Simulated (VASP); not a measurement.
# In2As2F in VASP: further runs

In2As2F is run at these levels: PBE+D3(BJ); tasks: single point.

Everything below comes from runs of VASP 6.6.1. Logs are shortened: lines on timing, memory, paths and dates and some standing lists are left out, and cuts for length are marked.

## Step 1: The cell of the first run

The cell holds a slab with vacuum, 5 atoms: a = 4.322 Å, b = 4.322 Å, c = 21.739 Å, α = 90.00°, β = 90.00°, γ = 120.00°.

## Step 2: Single point, PBE+D3(BJ)

Contents of INCAR:

```
SYSTEM = In2As2F
  PREC = Accurate
  ENCUT = 520
  EDIFF = 1E-6
  ISMEAR = 0
  SIGMA = 0.1
  LREAL = .FALSE.
  LASPH = .TRUE.
  NELM = 60
  ALGO = Normal
  ISIF = 2
  LWAVE = .FALSE.
  LCHARG = .TRUE.
  LDIPOL = .TRUE.
  IDIPOL = 3
  DIPOL = 0.5 0.5 0.331
  GGA = PE
  IVDW = 12
  LELF = .TRUE.
  LVHAR = .TRUE.
  LVACPOTAV = .TRUE.
  NBANDS = 30
```

Contents of KPOINTS:

```
regular mesh
0
G
  6 6 1
  0 0 0
```

Contents of POSCAR:

```
In2As2F
1.0
    4.3220706728      0.0000000000      0.0000000000
   -2.1610353364      3.7430229996      0.0000000000
    0.0000000000      0.0000000000     21.7386927254
As In F
2 2 1
Direct
    0.0000000000      0.0000000000      0.1840037048
    0.3333333333      0.6666666667      0.3557112061
    0.3333333333      0.6666666667      0.2245875152
    0.6666666667      0.3333333333      0.3881876814
    0.6666666667      0.3333333333      0.5031899969
```

Potentials or basis: VASP PAW PBE potentials, release 64 (As, In_d, F).

Run with:

```sh
$ cat potpaw_PBE.64/As/POTCAR potpaw_PBE.64/In_d/POTCAR potpaw_PBE.64/F/POTCAR > POTCAR
$ mpirun -np 1 vasp_std > vasp.out
```

OUTCAR:

```text
SYSTEM = In2As2F
   PREC = Accurate
   ENCUT = 520
   EDIFF = 1E-6
   ISMEAR = 0
   LREAL = .FALSE.
   LASPH = .TRUE.
   NELM = 60
   ISIF = 2
   GGA = PE
   IVDW = 12
 IVDW          = 12

 ion  position               nearest neighbor table
   1  0.000  0.000  0.184-   3 2.65   3 2.65   3 2.65
   2  0.333  0.667  0.356-   4 2.59   4 2.59   4 2.59   3 2.85
   3  0.333  0.667  0.225-   1 2.65   1 2.65   1 2.65   2 2.85
   4  0.667  0.333  0.388-   5 2.50   2 2.59   2 2.59   2 2.59
   5  0.667  0.333  0.503-   4 2.50

  LATTYP: Found a hexagonal cell.
 ALAT       =     4.3220706728
 C/A-ratio  =     5.0296939525

  Lattice vectors:

 A1 = (   4.3220706728,   0.0000000000,   0.0000000000)
 A2 = (  -2.1610353364,   3.7430229996,   0.0000000000)
 A3 = (   0.0000000000,   0.0000000000,  21.7386927254)

Analysis of symmetry for initial positions (statically):
=====================================================================
 Subroutine PRICEL returns:
 Original cell was already a primitive cell.

 Routine SETGRP: Setting up the symmetry group for a
 hexagonal supercell.

 Subroutine GETGRP returns: Found  6 space group operations
 (whereof  6 operations were pure point group operations)
 out of a pool of 24 trial point group operations.

The static configuration has the point symmetry C_3v.

Analysis of symmetry for dynamics (positions and initial velocities):
=====================================================================
 Subroutine PRICEL returns:
 Original cell was already a primitive cell.

 Routine SETGRP: Setting up the symmetry group for a
 hexagonal supercell.

 Subroutine GETGRP returns: Found  6 space group operations
 (whereof  6 operations were pure point group operations)
 out of a pool of 24 trial point group operations.

The dynamic configuration has the point symmetry C_3v.

 Subroutine INISYM returns: Found  6 space group operations
 (whereof  6 operations are pure point group operations),
 and found     1 'primitive' translations

----------------------------------------------------------------------------------------

                                     Primitive cell

  volume of cell :     351.6801

  direct lattice vectors                    reciprocal lattice vectors
     4.322070673  0.000000000  0.000000000     0.231370580  0.133581867  0.000000000
    -2.161035336  3.743023000  0.000000000     0.000000000  0.267163734  0.000000000
     0.000000000  0.000000000 21.738692725     0.000000000  0.000000000  0.046000926

[... 76 lines left out ...]
   NFREE  =      0    steps in history (QN), initial steepest desc. (CG)
   ISIF   =      2    stress and relaxation
   ISYM   =      2    0-nonsym 1-usesym 2-fastsym
   POTIM  = 0.5000    time-step for ionic-motion
   TEBEG  =    0.0;   TEEND  =   0.0 temperature during run
   PSTRESS=    0.0 pullay stress
   NELECT =      43.0000    total number of electrons
   NUPDOWN=      -1.0000    fix difference up-down
   EMIN   =  10.00;   EMAX   =-10.00  energy-range for DOS
   EFERMI =   0.00;   METHOD = LEGACY
   ISMEAR =     0;   SIGMA  =   0.10  broadening in eV -4-tet -1-fermi 0-gaus
   EFERMI_NEDOS =   21; number of points for ismear=-14 and -15
   IALGO  =     38    algorithm
   IMIX   =      4    mixing-type and parameters
     AMIX     =   0.40;   BMIX     =  1.00
     AMIX_MAG =   1.60;   BMIX_MAG =  1.00
  volume/ion in A,a.u.               =      70.34       474.65
  Fermi-wavevector in a.u.,A,eV,Ry     =   0.812547  1.535491  8.983006  0.660232
  Thomas-Fermi vector in A             =   1.922109
   LORBIT       =      0    0 simple, 1 ext, 2 COOP (PROOUT), +10 PAW based schemes
   GGA     = PE    functional components
   LHFCALC =     F    Hartree Fock is set to
   AEXX    =    0.0000 exact exchange contribution
   IVDW    =    12    specifies the selected vdW correction
   LEPSILON=     F    determine dielectric tensor
   LRPA    =     F    only Hartree local field effects (RPA)
 non-spin polarized calculation
 Gauss-broadening in eV      SIGMA  =   0.10
  energy-cutoff  :      520.00
  volume of cell :      351.68
 maximum number of plane-waves:      9486
   NGX = 17   NGY = 17   NGZ = 81

 number of electron      42.9999983 magnetization

 dipolmoment           0.000000      0.000000      0.421535 electrons x Angstroem

 Free energy of the ion-electron system (eV)
  ---------------------------------------------------
  ext. energy  EPLUGINS =         0.00000000
  ---------------------------------------------------
  free energy    TOTEN  =       -17.15778815 eV

  energy without entropy =      -17.10255051  energy(sigma->0) =      -17.13016933

 E-fermi :  -4.0626     XC(G=0):  -3.8654

 val. band max:       -4.0869424789   @ k =   0.3333   0.0000   0.0000
 cond. band min:      -4.0581249701   @ k =   0.1667   0.0000   0.0000
 fundamental gap:      0.0288175089
 Fermi energy:        -4.0625526679

 k-point     1 :       0.0000    0.0000    0.0000
  band No.  band energies     occupation
      1     -23.0614      2.00000
      2     -17.9526      2.00000
      3     -17.9526      2.00000
      4     -17.9270      2.00000
      5     -17.8632      2.00000
      6     -17.8441      2.00000
[... 220 lines left out ...]
     29       3.2716      0.00000
     30       3.2797      0.00000

------------------------ aborting loop because EDIFF is reached ----------------------------------------

 Edisp (eV)   -0.87898

 E8    (eV) :    -0.4164

  FORCE on cell =-STRESS in cart. coord.  units (eV):
  Direction    XX          YY          ZZ          XY          YZ          ZX
  --------------------------------------------------------------------------------------
  -------------------------------------------------------------------------------------
  Total       0.75695     0.75695    -7.76109    -0.00000     0.00000     0.00000
  in kB       3.44851     3.44851   -35.35781    -0.00000     0.00000     0.00000
  external pressure =       -9.49 kB  Pullay stress =        0.00 kB

 VOLUME and BASIS-vectors are now :
 -----------------------------------------------------------------------------
  energy-cutoff  :      520.00
  volume of cell :      351.68
      direct lattice vectors                 reciprocal lattice vectors
     4.322070673  0.000000000  0.000000000     0.231370580  0.133581867  0.000000000
    -2.161035336  3.743023000  0.000000000     0.000000000  0.267163734  0.000000000
     0.000000000  0.000000000 21.738692725     0.000000000  0.000000000  0.046000926

 POSITION                                       TOTAL-FORCE (eV/Angst)
 -----------------------------------------------------------------------------------
      0.00000      0.00000      4.00000        -0.000000      0.000000     -0.005128
     -0.00000      2.49535      7.73270        -0.000000     -0.000000     -0.816119
     -0.00000      2.49535      4.88224         0.000000     -0.000000      0.557467
      2.16104      1.24767      8.43869        -0.000000      0.000000      2.808082
      2.16104      1.24767     10.93869        -0.000000      0.000000     -2.544302
 -----------------------------------------------------------------------------------
    total drift:                                0.000000     -0.000000     -0.001626

  FREE ENERGIE OF THE ION-ELECTRON SYSTEM (eV)
  ---------------------------------------------------
  free  energy   TOTEN  =       -18.0367668174 eV

  energy  without entropy=      -17.9815291803  energy(sigma->0) =      -18.00914800

 vacuum level on the upper side and lower side of the slab         6.193         1.477
```

Run time: 99 s. Hardware: 1 thread of Intel Xeon 6975P-C (Granite Rapids), shared host; peak memory 0.42 GiB.

Results:

| Item | Value |
| --- | --- |
| Free energy | -18.0368 eV |
| Largest force | 2.808 eV/Å |
| Dispersion energy per atom | -0.176 eV |

Forces in eV/Å, atoms in the order of the input:
```
As   0.000  0.000 -0.005
As   0.000  0.000 -0.816
In   0.000  0.000  0.557
In   0.000  0.000  2.808
F    0.000  0.000 -2.544
```

Levels at points of the mesh, in eV from the Fermi level:
```csv
k point,band 18,band 19,band 20,band 21,band 22,band 23,band 24,band 25,band 26,band 27
"(0.00, 0.00, 0.00)",-0.17,-0.08,-0.08,0.26,0.26,1.06,1.36,4.54,4.94,4.94
"(0.50, 0.00, 0.00)",-1.07,-0.87,-0.35,-0.16,-0.15,2.28,2.51,3.33,4.32,6.50
```

Caveat: spin-orbit coupling is left out, which moves the levels of the heavy elements; an odd number of electrons without spin polarisation forces a metal; a magnetic or distorted state may lie lower.

## Step 3: Single point, PBE+D3(BJ)

Contents of INCAR:

```
SYSTEM = In2As2F
ALGO = Normal
DIPOL = 0.5 0.5 0.331
EDIFF = 1E-6
ENCUT = 520
GGA = PE
IDIPOL = 3
ISIF = 2
ISMEAR = 0
IVDW = 12
LASPH = .True.
LCHARG = .False.
LDIPOL = .True.
LREAL = .False.
LWAVE = .False.
NBANDS = 30
NELM = 80
PREC = Accurate
SIGMA = 0.1
```

Contents of KPOINTS:

```
k-points
0
Gamma
  6 6 1
  0 0 0
```

Edit POSCAR of step 2 so:

```diff
@@ -12,2 +12,2 @@
     0.6666666667      0.3333333333      0.3881876814
-    0.6666666667      0.3333333333      0.5031899969
+    1.0000000000      1.0000000000      0.5031899969
```

Potentials or basis: VASP PAW PBE potentials, release 64 (As, In_d, F).

Run with:

```sh
$ cat potpaw_PBE.64/As/POTCAR potpaw_PBE.64/In_d/POTCAR potpaw_PBE.64/F/POTCAR > POTCAR
$ mpirun -np 1 vasp_std > vasp.out
```

It took 86 s on 1 thread of Intel Xeon 6975P-C (Granite Rapids), shared host; peak memory 0.42 GiB.

Results (log left out):

* Free energy: -17.1318 eV
* Largest force: 1.256 eV/Å
* Dispersion energy per atom: -0.178 eV

Forces in eV/Å, atoms in the order of the input:
```
As   0.000  0.000 -0.002
As   0.000  0.000 -0.388
In   0.000  0.000  0.381
In   0.000  0.000  1.256
F    0.000  0.000 -1.247
```

Levels at points of the mesh, in eV from the Fermi level:
| k point | band 18 | band 19 | band 20 | band 21 | band 22 | band 23 | band 24 | band 25 | band 26 | band 27 |
| --- | --- | --- | --- | --- | --- | --- | --- | --- | --- | --- |
| (0.00, 0.00, 0.00) | -0.09 | -0.09 | -0.09 | 0.26 | 0.26 | 0.86 | 1.35 | 3.95 | 4.80 | 4.80 |
| (0.50, 0.00, 0.00) | -0.87 | -0.54 | -0.26 | -0.14 | -0.11 | 1.77 | 2.48 | 2.99 | 4.01 | 6.41 |

Caveat: spin-orbit coupling is left out, which moves the levels of the heavy elements; an odd number of electrons without spin polarisation forces a metal; a magnetic or distorted state may lie lower.

## Step 4: Single point, PBE+D3(BJ)

Edit INCAR of step 3 so:

```diff
@@ -16,3 +16,3 @@
 NBANDS = 30
-NELM = 80
+NELM = 100
 PREC = Accurate
```

KPOINTS is that of step 3.

Edit POSCAR of step 3 so:

```diff
@@ -12,2 +12,2 @@
     0.6666666667      0.3333333333      0.3881876814
-    1.0000000000      1.0000000000      0.5031899969
+    1.3333333333      0.6666666667      0.5031899969
```

Run with:

```sh
$ cat potpaw_PBE.64/As/POTCAR potpaw_PBE.64/In_d/POTCAR potpaw_PBE.64/F/POTCAR > POTCAR
$ mpirun -np 1 vasp_std > vasp.out
```

It took 95 s on 1 thread of Intel Xeon 6975P-C (Granite Rapids), shared host; peak memory 0.43 GiB.

Results (log left out):

- Free energy: -17.1469 eV
- Largest force: 1.331 eV/Å
- Dispersion energy per atom: -0.178 eV

Forces on the atoms (eV/Å):
```
As   0.000  0.000  0.075
As   0.000  0.000 -0.213
In   0.000  0.000  0.261
In   0.000  0.000  1.207
F    0.000  0.000 -1.331
```

Levels at points of the mesh, in eV from the Fermi level:
| k point | band 20 | band 21 | band 22 | band 23 | band 24 | band 25 |
| --- | --- | --- | --- | --- | --- | --- |
| (0.00, 0.00, 0.00) | -0.07 | 0.22 | 0.22 | 0.78 | 1.33 | 3.81 |
| (0.50, 0.00, 0.00) | -0.33 | -0.16 | -0.12 | 1.58 | 2.35 | 2.87 |

Caveat: spin-orbit coupling is left out, which moves the levels of the heavy elements; an odd number of electrons without spin polarisation forces a metal; a magnetic or distorted state may lie lower.
